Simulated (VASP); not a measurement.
# Al in VASP: a series of runs

Aim: see how the results for Al move with the level of theory and the settings. Levels: PBEsol+D3(BJ), r2SCAN+rVV10, PBE-based screened hybrid. Tasks: single point.

Everything below comes from runs of VASP 6.6.1. Logs are shortened: lines on timing, memory, paths and dates and some standing lists are left out, and cuts for length are marked.

### Step 1. The cell of the first run

It takes space group Im-3m (No. 229, cubic). Conventional cell: a = 3.204 Å, b = 3.204 Å, c = 3.204 Å, α = 90.00°, β = 90.00°, γ = 90.00°. Within 3.7 Å of Al (site symmetry m-3m) lie 14 Al at 2.77 to 3.20 Å.

### Step 2. Single point, PBEsol+D3(BJ), collinear spin, ferromagnetic start

Contents of INCAR:

```
ALGO = Fast
EDIFF = 1E-6
ENCUT = 520
GGA = PS
ISIF = 2
ISMEAR = -1
ISPIN = 2
IVDW = 12
LASPH = True
LCHARG = False
LORBIT = 11
LREAL = False
LWAVE = False
MAGMOM = 0.21
NBANDS = 12
NELM = 150
PREC = Accurate
SIGMA = 0.01
```

Contents of KPOINTS:

```
k-points
0
Gamma
  12 12 12
```

Contents of POSCAR:

```
Al
1.0
   -1.6017568692      1.6017568692      1.6017568692
    1.6017568692     -1.6017568692      1.6017568692
    1.6017568692      1.6017568692     -1.6017568692
Al
1
Direct
    0.0000000000      0.0000000000      0.0000000000
```

Potentials or basis: VASP PAW PBE potentials, release 64 (Al).

The run is started by

```sh
$ cat potpaw_PBE.64/Al/POTCAR > POTCAR
$ mpirun -np 1 vasp_std > vasp.out
```

OUTCAR:

```text
EDIFF = 1E-6
   ENCUT = 520
   GGA = PS
   ISIF = 2
   ISMEAR = -1
   ISPIN = 2
   IVDW = 12
   LASPH = True
   LORBIT = 11
   LREAL = False
   NELM = 150
   PREC = Accurate
 IVDW          = 12

 ion  position               nearest neighbor table
   1  0.000  0.000  0.000-

  LATTYP: Found a body centered cubic cell.
 ALAT       =     3.2035137384

  Lattice vectors:

 A1 = (  -1.6017568692,   1.6017568692,   1.6017568692)
 A2 = (   1.6017568692,  -1.6017568692,   1.6017568692)
 A3 = (   1.6017568692,   1.6017568692,  -1.6017568692)

Analysis of symmetry for initial positions (statically):
=====================================================================
 Subroutine PRICEL returns:
 Original cell was already a primitive cell.

 Routine SETGRP: Setting up the symmetry group for a
 body centered cubic supercell.

 Subroutine GETGRP returns: Found 48 space group operations
[... 9 lines left out ...]

 Routine SETGRP: Setting up the symmetry group for a
 body centered cubic supercell.

 Subroutine GETGRP returns: Found 48 space group operations
 (whereof 48 operations were pure point group operations)
 out of a pool of 48 trial point group operations.

The dynamic configuration has the point symmetry O_h .

Analysis of structural, dynamic, and magnetic symmetry:
=====================================================================
 Subroutine PRICEL returns:
 Original cell was already a primitive cell.

 Routine SETGRP: Setting up the symmetry group for a
 body centered cubic supercell.

 Subroutine GETGRP returns: Found 48 space group operations
 (whereof 48 operations were pure point group operations)
 out of a pool of 48 trial point group operations.

The overall configuration has the point symmetry O_h .

 Subroutine INISYM returns: Found 48 space group operations
[... 5 lines left out ...]
                                     Primitive cell

  volume of cell :      16.4380

  direct lattice vectors                    reciprocal lattice vectors
    -1.601756869  1.601756869  1.601756869     0.000000000  0.312157238  0.312157238
     1.601756869 -1.601756869  1.601756869     0.312157238  0.000000000  0.312157238
     1.601756869  1.601756869 -1.601756869     0.312157238  0.312157238  0.000000000

  length of vectors
     2.774324279  2.774324279  2.774324279     0.441456999  0.441456999  0.441456999

  position of ions in fractional coordinates (direct lattice)
     0.000000000  0.000000000  0.000000000

  ion indices of the primitive-cell ions
   primitive index   ion index
                 1           1

----------------------------------------------------------------------------------------

 KPOINTS: k-points

Automatic generation of k-mesh.
 Grid dimensions read from file:
 generate k-points for:   12   12   12

 Generating k-lattice:

  Cartesian coordinates                     Fractional coordinates (reciprocal lattice)
     0.000000000  0.026013103  0.026013103     0.083333333  0.000000000  0.000000000
     0.026013103  0.000000000  0.026013103     0.000000000  0.083333333  0.000000000
     0.026013103  0.026013103  0.000000000     0.000000000  0.000000000  0.083333333

  Length of vectors
     0.036788083  0.036788083  0.036788083

  Shift w.r.t. Gamma in fractional coordinates (k-lattice)
     0.000000000  0.000000000  0.000000000

 Subroutine IBZKPT returns following result:
 ===========================================

 Found     72 irreducible k-points:

 Following reciprocal coordinates:
            Coordinates               Weight
  0.000000  0.000000  0.000000      1.000000
  0.083333  0.000000  0.000000     12.000000
  0.166667  0.000000  0.000000     12.000000
  0.250000  0.000000  0.000000     12.000000
  0.333333  0.000000  0.000000     12.000000
  0.416667  0.000000  0.000000     12.000000
[... 16 lines left out ...]
  0.333333  0.083333  0.083333     24.000000
  0.416667  0.083333  0.083333     12.000000
 [... further k-points ...]
   k-points           NKPTS =     72   k-points in BZ     NKDIM =     72   number of bands    NBANDS=     12
   number of dos      NEDOS =    301   number of ions     NIONS =      1
   total plane-waves  NPLWV =  13824
   dimension x,y,z NGX =    24 NGY =   24 NGZ =   24
   dimension x,y,z NGXF=    48 NGYF=   48 NGZF=   48
   ions per type =               1
   NGX,Y,Z   is equivalent  to a cutoff of  14.38, 14.38, 14.38 a.u.
   NGXF,Y,Z  is equivalent  to a cutoff of  28.76, 28.76, 28.76 a.u.
 SYSTEM =  unknown system
   PREC   = accura    normal or accurate (medium, high low for compatibility)
   ISTART =      0    job   : 0-new  1-cont  2-samecut
   ICHARG =      2    charge: 1-file 2-atom 10-const
   ISPIN  =      2    spin polarized calculation?
   LNONCOLLINEAR =      F non collinear calculations
   LSORBIT =      F    spin-orbit coupling
   LASPH  =      T    aspherical Exc in radial PAW
   ENCUT  =  520.0 eV  38.22 Ry    6.18 a.u.   5.16  5.16  5.16*2*pi/ulx,y,z
   NELM   =    150;   NELMIN=  2; NELMDL= -5     # of ELM steps
   EDIFF  = 0.1E-05   stopping-criterion for ELM
   LREAL  =      F    real-space projection
   EDIFFG = 0.1E-04   stopping-criterion for IOM
   NSW    =      0    number of steps for IOM
   IBRION =     -1    ionic relax: 0-MD 1-quasi-New 2-CG
   NFREE  =      0    steps in history (QN), initial steepest desc. (CG)
   ISIF   =      2    stress and relaxation
   ISYM   =      2    0-nonsym 1-usesym 2-fastsym
   POTIM  = 0.5000    time-step for ionic-motion
   TEBEG  =    0.0;   TEEND  =   0.0 temperature during run
   PSTRESS=    0.0 pullay stress
   NELECT =       3.0000    total number of electrons
   NUPDOWN=      -1.0000    fix difference up-down
   EMIN   =  10.00;   EMAX   =-10.00  energy-range for DOS
   EFERMI =   0.00;   METHOD = LEGACY
   ISMEAR =    -1;   SIGMA  =   0.01  broadening in eV -4-tet -1-fermi 0-gaus
   EFERMI_NEDOS =   21; number of points for ismear=-14 and -15
   IALGO  =     68    algorithm
   IMIX   =      4    mixing-type and parameters
     AMIX     =   0.40;   BMIX     =  1.00
     AMIX_MAG =   1.60;   BMIX_MAG =  1.00
  volume/ion in A,a.u.               =      16.44       110.93
  Fermi-wavevector in a.u.,A,eV,Ry     =   0.928607  1.754813 11.732455  0.862311
  Thomas-Fermi vector in A             =   2.054802
   LORBIT       =     11    0 simple, 1 ext, 2 COOP (PROOUT), +10 PAW based schemes
   GGA     = PS    functional components
   LHFCALC =     F    Hartree Fock is set to
   AEXX    =    0.0000 exact exchange contribution
   IVDW    =    12    specifies the selected vdW correction
   LEPSILON=     F    determine dielectric tensor
   LRPA    =     F    only Hartree local field effects (RPA)
 spin polarized calculation
 RMM-DIIS sequential band-by-band and
  energy-cutoff  :      520.00
  volume of cell :       16.44
 maximum number of plane-waves:       466
 NGX is ok and might be reduce to    24
   NGX = 11   NGY = 11   NGZ = 11

 number of electron       3.0000000 magnetization       0.0012255

 number of electron       3.0000000 magnetization      -0.0000253

 Free energy of the ion-electron system (eV)
  ---------------------------------------------------
  ext. energy  EPLUGINS =         0.00000000
  ---------------------------------------------------
  free energy    TOTEN  =        -3.98819430 eV

  energy without entropy =       -3.98802347  energy(sigma->0) =       -3.98810888

 E-fermi :   7.9624     XC(G=0): -10.2744

 val. band max:        7.8789724422   @ k =  -0.4167  -0.4167   0.2500
 cond. band min:       7.9713284908   @ k =   0.3333   0.2500   0.0833
 fundamental gap:      0.0923560485
 Fermi energy:         7.9624296222

 spin component 1

 k-point     1 :       0.0000    0.0000    0.0000
  band No.  band energies     occupation
      1      -3.1621      1.00000
      2      21.2552      0.00000
      3      21.2552      0.00000
      4      21.2552      0.00000
      5      22.7242      0.00000
      6      22.7242      0.00000
      7      22.7242      0.00000
      8      24.3051      0.00000
      9      24.3051      0.00000
     10      26.5290      0.00000
     11      26.5290      0.00000
     12      26.5290      0.00000

 k-point     2 :       0.0833    0.0000    0.0000
  band No.  band energies     occupation
      1      -2.9618      1.00000
      2      19.0816      0.00000
      3      20.0712      0.00000
      4      20.5030      0.00000
      5      21.9540      0.00000
      6      23.0184      0.00000
      7      23.5574      0.00000
      8      24.2411      0.00000
      9      24.3944      0.00000
     10      27.6823      0.00000
     11      27.7125      0.00000
     12      29.3751      0.00000

 k-point     3 :       0.1667    0.0000    0.0000
  band No.  band energies     occupation
      1      -2.3627      1.00000
      2      15.6648      0.00000
      3      18.6849      0.00000
      4      19.1555      0.00000
      5      20.6520      0.00000
      6      21.8495      0.00000
      7      24.5478      0.00000
      8      24.8295      0.00000
      9      26.6172      0.00000
     10      30.0477      0.00000
     11      30.2330      0.00000
     12      33.6202      0.00000
[... 286 lines left out ...]
 k-point    23 :       0.3333    0.0833    0.0833
  band No.  band energies     occupation
      1       2.1455      1.00000
      2       6.7504      1.00000
      3      13.1200      0.00000
      4      13.7584      0.00000
      5      22.1190      0.00000
      6      22.6389      0.00000
      7      28.1419      0.00000
      8      29.0562      0.00000
      9      32.7357      0.00000
     10      34.0812      0.00000
     11      34.5643      0.00000
     12      37.7531      0.00000

 k-point    24 :       0.4167    0.0833    0.0833
  band No.  band energies     occupation
      1       4.0287      1.00000
      2       4.5186      1.00000
      3      12.9342      0.00000
      4      13.5856      0.00000
      5      21.9564      0.00000
      6      22.4966      0.00000
      7      28.9255      0.00000
      8      30.2148      0.00000
      9      31.8908      0.00000
     10      33.0872      0.00000
     11      35.6470      0.00000
     12      41.4829      0.00000

 [... further k-points ...]

 spin component 2

 k-point     1 :       0.0000    0.0000    0.0000
  band No.  band energies     occupation
      1      -3.1620      1.00000
      2      21.2553      0.00000
      3      21.2553      0.00000
      4      21.2553      0.00000
      5      22.7239      0.00000
      6      22.7239      0.00000
      7      22.7239      0.00000
      8      24.3048      0.00000
      9      24.3048      0.00000
     10      26.5292      0.00000
     11      26.5292      0.00000
     12      26.5292      0.00000

 k-point     2 :       0.0833    0.0000    0.0000
  band No.  band energies     occupation
      1      -2.9618      1.00000
      2      19.0816      0.00000
      3      20.0712      0.00000
      4      20.5031      0.00000
      5      21.9538      0.00000
      6      23.0183      0.00000
      7      23.5572      0.00000
      8      24.2409      0.00000
      9      24.3942      0.00000
     10      27.6825      0.00000
     11      27.7126      0.00000
     12      29.3752      0.00000

 k-point     3 :       0.1667    0.0000    0.0000
  band No.  band energies     occupation
      1      -2.3627      1.00000
      2      15.6648      0.00000
      3      18.6849      0.00000
      4      19.1556      0.00000
      5      20.6518      0.00000
      6      21.8494      0.00000
      7      24.5476      0.00000
      8      24.8293      0.00000
      9      26.6171      0.00000
     10      30.0477      0.00000
     11      30.2332      0.00000
     12      33.6202      0.00000
[... 286 lines left out ...]
 k-point    23 :       0.3333    0.0833    0.0833
  band No.  band energies     occupation
      1       2.1455      1.00000
      2       6.7504      1.00000
      3      13.1201      0.00000
      4      13.7584      0.00000
      5      22.1189      0.00000
      6      22.6387      0.00000
      7      28.1418      0.00000
      8      29.0560      0.00000
      9      32.7357      0.00000
     10      34.0810      0.00000
     11      34.5642      0.00000
     12      37.7533      0.00000

 k-point    24 :       0.4167    0.0833    0.0833
  band No.  band energies     occupation
      1       4.0287      1.00000
      2       4.5186      1.00000
      3      12.9342      0.00000
      4      13.5855      0.00000
      5      21.9563      0.00000
      6      22.4964      0.00000
      7      28.9253      0.00000
      8      30.2146      0.00000
      9      31.8907      0.00000
     10      33.0873      0.00000
     11      35.6467      0.00000
     12      41.4737      0.00000

 [... further k-points ...]

------------------------ aborting loop because EDIFF is reached ----------------------------------------

 Edisp (eV)   -0.31889

 E8    (eV) :    -0.2148

  FORCE on cell =-STRESS in cart. coord.  units (eV):
  Direction    XX          YY          ZZ          XY          YZ          ZX
  --------------------------------------------------------------------------------------
  -------------------------------------------------------------------------------------
  Total      -0.24797    -0.24797    -0.24797     0.00000    -0.00000     0.00000
  in kB     -24.16954   -24.16954   -24.16954     0.00000    -0.00000     0.00000
  external pressure =      -24.17 kB  Pullay stress =        0.00 kB

 VOLUME and BASIS-vectors are now :
 -----------------------------------------------------------------------------
  energy-cutoff  :      520.00
  volume of cell :       16.44
      direct lattice vectors                 reciprocal lattice vectors
    -1.601756869  1.601756869  1.601756869     0.000000000  0.312157238  0.312157238
     1.601756869 -1.601756869  1.601756869     0.312157238  0.000000000  0.312157238
     1.601756869  1.601756869 -1.601756869     0.312157238  0.312157238  0.000000000

 POSITION                                       TOTAL-FORCE (eV/Angst)
 -----------------------------------------------------------------------------------
      0.00000      0.00000      0.00000         0.000000     -0.000000      0.000000
 -----------------------------------------------------------------------------------
    total drift:                                0.000000      0.000000      0.000000

  FREE ENERGIE OF THE ION-ELECTRON SYSTEM (eV)
  ---------------------------------------------------
  free  energy   TOTEN  =        -4.3070890966 eV

  energy  without entropy=       -4.3069182730  energy(sigma->0) =       -4.30700368

 total charge

# of ion       s       p       d       tot
------------------------------------------
    1        0.447   0.328   0.000   0.776

 magnetization (x)

# of ion       s       p       d       tot
------------------------------------------
    1       -0.000  -0.000   0.000  -0.000
```

Run time: 17 s. Hardware: 1 thread of Intel Xeon 6975P-C, shared host; peak memory 0.16 GiB.

What came out:

| Property | Result |
| --- | --- |
| Free energy | -4.3071 eV |
| Pressure | -2.4 GPa |
| Net moment | 0.00 μB per cell |
| Valence electrons inside the program's atomic spheres | Al 0.78 |
| Dispersion energy per atom | -0.319 eV |

Caveat: three body term missing; the PAW data sets were made with another functional, which shifts forces and pressure a little; pairwise dispersion overbinds metals, which lowers pressure and volume.

### Step 3. Single point, PBEsol+D3(BJ), collinear spin, ferromagnetic start

This run uses another cell than the first one, of 16.76 Å³/atom, 1.020 times its volume.

Edit INCAR of step 2 so:

```diff
@@ -1,2 +1,2 @@
-ALGO = Fast
+ALGO = Normal
 EDIFF = 1E-6
```

KPOINTS is that of step 2.

Contents of POSCAR:

```
Al
1.0
   -1.6121581793      1.6121581793      1.6121581793
    1.6121581793     -1.6121581793      1.6121581793
    1.6121581793      1.6121581793     -1.6121581793
Al
1
Direct
    0.0000000000      0.0000000000      0.0000000000
```

Potentials or basis: VASP PAW PBE potentials, release 64 (Al).

The run is started by

```sh
$ cat potpaw_PBE.64/Al/POTCAR > POTCAR
$ mpirun -np 1 vasp_std > vasp.out
```

Wall time 15 s (1 thread of Intel Xeon 6975P-C, shared host); peak memory 0.16 GiB.

The run converged. Its results:

| Item | Value |
| --- | --- |
| Free energy | -4.3008 eV |
| Pressure | -3.8 GPa |
| Net moment | 0.00 μB per cell |
| Valence electrons inside the program's atomic spheres | Al 0.77 |
| Dispersion energy per atom | -0.313 eV |

Levels at points of the mesh, in eV from the Fermi level:
Spin up:
| k point | band 1 | band 2 | band 3 | band 4 |
| --- | --- | --- | --- | --- |
| (0.00, 0.00, 0.00) | -10.97 | 13.19 | 13.19 | 13.19 |
| (0.50, 0.00, 0.00) | -4.22 | -3.80 | 8.08 | 8.26 |
| (0.50, 0.50, 0.50) | 1.88 | 1.88 | 1.88 | 3.04 |
Spin down:
| k point | band 1 | band 2 | band 3 | band 4 | band 5 |
| --- | --- | --- | --- | --- | --- |
| (0.00, 0.00, 0.00) | -10.97 | 13.19 | 13.19 | 13.19 | 14.49 |
| (0.50, 0.00, 0.00) | -4.22 | -3.80 | 8.08 | 8.26 | 9.90 |
| (0.50, 0.50, 0.50) | 1.88 | 1.88 | 1.88 | 3.04 | 3.04 |

Caveat: three body term missing; the PAW data sets were made with another functional, which shifts forces and pressure a little; pairwise dispersion overbinds metals, which lowers pressure and volume.

### Step 4. Single point, PBEsol+D3(BJ), collinear spin, ferromagnetic start

This run uses another cell than the first one, of 17.08 Å³/atom, 1.039 times its volume.

Contents of INCAR:

```
SYSTEM = Al
PREC     = Accurate       ! precision mode
ENCUT    = 520            ! plane-wave cutoff, eV
EDIFF    = 1E-6           ! SCF threshold, eV
ISMEAR   = -1             ! smearing method
SIGMA    = 0.01           ! smearing width, eV
LREAL    = .FALSE.        ! projectors in reciprocal space
LASPH    = .TRUE.         ! aspherical terms in the spheres
NELM     = 150            ! most SCF steps
ALGO     = Normal         ! electronic algorithm
ISIF     = 2              ! what is computed and relaxed
LWAVE    = .FALSE.        ! write WAVECAR
LCHARG   = .FALSE.        ! write CHGCAR
ISPIN    = 2              ! spin polarisation
MAGMOM   = 0.21           ! initial moments
LORBIT   = 11             ! projections on sites
GGA      = PS             ! functional
IVDW     = 12             ! dispersion correction
NBANDS   = 12             ! bands
```

Contents of KPOINTS:

```
regular mesh
0
G
  12 12 12
  0 0 0
```

Contents of POSCAR:

```
Al
1.0
   -1.6224269796      1.6224269796      1.6224269796
    1.6224269796     -1.6224269796      1.6224269796
    1.6224269796      1.6224269796     -1.6224269796
Al
1
Direct
    0.0000000000      0.0000000000      0.0000000000
```

The run is started by

```sh
$ cat potpaw_PBE.64/Al/POTCAR > POTCAR
$ mpirun -np 1 vasp_std > vasp.out
```

Run time: 14 s. Hardware: 1 thread of Intel Xeon 6975P-C, shared host; peak memory 0.16 GiB.

It converged, with:

```
Free energy                                           : -4.2920 eV
Pressure                                              : -5.0 GPa
Net moment                                            : 0.00 μB per cell
Valence electrons inside the program's atomic spheres : Al 0.76
Dispersion energy per atom                            : -0.307 eV
```

Levels at points of the mesh, in eV from the Fermi level:
Spin up:
| k point | band 1 | band 2 | band 3 | band 4 | band 5 | band 6 |
| --- | --- | --- | --- | --- | --- | --- |
| (0.00, 0.00, 0.00) | -10.83 | 13.09 | 13.09 | 13.09 | 14.24 | 14.24 |
| (0.50, 0.00, 0.00) | -4.13 | -3.76 | 7.95 | 8.23 | 9.78 | 11.18 |
| (0.50, 0.50, 0.50) | 1.87 | 1.87 | 1.87 | 3.08 | 3.08 | 5.24 |
Spin down:
| k point | band 1 | band 2 | band 3 | band 4 | band 5 |
| --- | --- | --- | --- | --- | --- |
| (0.00, 0.00, 0.00) | -10.83 | 13.09 | 13.09 | 13.09 | 14.24 |
| (0.50, 0.00, 0.00) | -4.13 | -3.76 | 7.95 | 8.23 | 9.78 |
| (0.50, 0.50, 0.50) | 1.87 | 1.87 | 1.87 | 3.08 | 3.08 |

Caveat: three body term missing; the PAW data sets were made with another functional, which shifts forces and pressure a little; pairwise dispersion overbinds metals, which lowers pressure and volume.

[end of part 1 of 2]
